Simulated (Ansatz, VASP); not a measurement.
One calculation of Ba, two programs

Contents of INCAR:

```
PREC = Accurate
ENCUT = 520
EDIFF = 1E-6
ISMEAR = 0
SIGMA = 0.15
LREAL = False
LASPH = True
NELM = 60
ALGO = Fast
ISIF = 2
LWAVE = False
LCHARG = False
GGA = PS
NBANDS = 17
```

Contents of KPOINTS:

```
Automatic mesh
0
Gamma
  9 9 12
```

File POSCAR:

```
Ba
1.0
    6.9960670735      0.0000000000      0.0000000000
   -3.4980335368      6.0587718122      0.0000000000
    0.0000000000      0.0000000000      3.9093935500
Ba
2
Direct
    0.3333333333      0.6666666667      0.5000000000
    0.6666666667      0.3333333333      0.5000000000
```

Input for Ansatz:

```yaml
crystal:
  lattice:
    - [6.9960670735, 0.0, 0.0]
    - [-3.4980335368, 6.0587718122, 0.0]
    - [0.0, 0.0, 3.90939355]
  atoms:
    - { symbol: Ba, position: [0.3333333333, 0.6666666667, 0.5] }
    - { symbol: Ba, position: [0.6666666667, 0.3333333333, 0.5] }
basis:
  ecutwfc: 420
kpoints:
  mp_grid: { grid: [9, 9, 12] }
hamiltonian:
  xc: pbesol
scf:
  occupations: { method: gaussian, width: 0.15 }
output:
  forces: true
  stress: true
  eigenvalues: true
```

Alike in both runs: task single point; functional PBEsol; k mesh 9 × 9 × 12; occupations gaussian, width 0.15 eV; no spin polarisation.

```csv
,VASP,Ansatz
version,VASP 6.6.1,Ansatz 0.2.0
potentials or method,"VASP PAW PBE potentials, release 64 (Ba_sv), cutoff 520 eV","scalar-relativistic, plane waves, PAW"
valence electrons in the cell,20,20
```

|  | VASP | Ansatz | Ansatz less VASP |
| --- | --- | --- | --- |
| gap on the k mesh at the Fermi level (eV) | none | none | - |
| pressure (GPa) | -0.2 | -0.2 | -0.06 |
| traceless stress, the component that is largest in VASP (GPa) | -0.21 | -0.23 | -0.022 |

VASP's potentials were made for PBE, not for PBEsol. A gap of «none» marks a metal or a gap that the smearing closes.

Spin-orbit coupling is off throughout.
